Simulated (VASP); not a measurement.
Al:

```
Al
1.0
     1.50802    0.87066    7.28819
    -1.50802    0.87066    7.28819
     0.00000   -1.74132    7.28819
Al
3
Direct
  0.00000 0.00000 0.00000
  0.22222 0.22222 0.22222
  0.77778 0.77778 0.77778
```

| Quantity | Value |
| --- | --- |
| Program | VASP 6.6.1 |
| Task | relaxation of cell and atoms |
| Functional | PBEsol |
| Potentials or basis | VASP PAW PBE potentials, release 64 (Al) |
| Cutoff | 500 eV |
| k mesh | 6 × 6 × 6 |
| Occupations | gaussian, width 0.1 eV |
| Spin | no spin polarisation |

At the start: pressure -8.8 GPa; volume 19.14 Å³/atom.

Question: Where does the relaxation end?

Answer: Over 5 steps the energy falls by 87.0 meV/atom and the volume is 16.46 Å³/atom (-14.0 %); space group R-3m (No. 166, to 0.1 Å) before and after.

Step by step:
| step | energy change (eV) | largest force (eV/Å) | pressure (GPa) | volume (Å³) |
| --- | --- | --- | --- | --- |
| 1 | 0.0000 | 0.0364 | -8.78 | 57.42 |
| 2 | -0.2607 | 0.0525 | 0.19 | 49.13 |
| 3 | -0.2607 | 0.0521 | -0.01 | 49.25 |
| 4 | -0.2606 | 0.0519 | -0.27 | 49.41 |
| 5 | -0.2610 | 0.0328 | -0.24 | 49.38 |

Final structure:
```
CELL_PARAMETERS angstrom
1.43716 0.82974 6.90163
-1.43716 0.82974 6.90163
0.00000 -1.65948 6.90163
ATOMIC_POSITIONS crystal
Al 0.00000 0.00000 0.00000
Al 0.22242 0.22242 0.22242
Al 0.77758 0.77758 0.77758
```

Caveat: the k points lie up to 0.42 Å⁻¹ apart in the final cell, too coarse for converged energies and pressures of a metal; the PAW data sets were made with another functional, which shifts forces and pressure a little.
